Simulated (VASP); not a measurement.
Os: single point with PBE

The system is Os.

```xyz
2
Lattice="2.7341 0.0000 0.0000 -1.3671 2.3678 0.0000 0.0000 0.0000 4.3197" Properties=species:S:1:pos:R:3 pbc="T T T"
Os    1.3671    0.7893    3.2398
Os    0.0000    1.5785    1.0799
```

| Item | Value |
| --- | --- |
| Program | VASP 6.6.1 |
| Task | single point |
| Functional | PBE |
| Potentials or basis | VASP PAW PBE potentials, release 64 (Os) |
| Cutoff | 520 eV |
| k mesh | 11 × 11 × 6 |
| Occupations | gaussian, width 0.027 eV |
| Spin | no spin polarisation |
| Dipole correction | no |
| Further INCAR settings | ALGO = Fast; EDIFF = 1e-06; NBANDS = 15 |

The pressure is 8.7 GPa and the band gap on the k mesh is zero (band 8 reaches 11.57 eV, above the bottom of band 9 at 7.68 eV).

Stress tensor (GPa, compression positive):
```
8.65 0.00 0.00
0.00 8.65 0.00
0.00 0.00 8.94
```

Levels at points of the mesh, in eV from the Fermi level:
| k point | band 4 | band 5 | band 6 | band 7 | band 8 | band 9 | band 10 | band 11 | band 12 | band 13 |
| --- | --- | --- | --- | --- | --- | --- | --- | --- | --- | --- |
| (0.00, 0.00, 0.00) | -2.99 | -2.74 | -2.15 | -2.15 | -1.50 | -1.50 | 0.08 | 1.75 | 1.75 | 9.14 |
| (0.00, 0.00, 0.50) | -3.52 | -3.19 | -3.19 | -3.19 | -3.19 | 0.96 | 0.96 | 0.96 | 0.96 | 13.81 |

Run time: 34 s on 1 thread of Intel Xeon 8259CL (shared host), peak memory 0.15 GiB.

Caveat: spin-orbit coupling is left out, which moves the levels of the heavy elements.
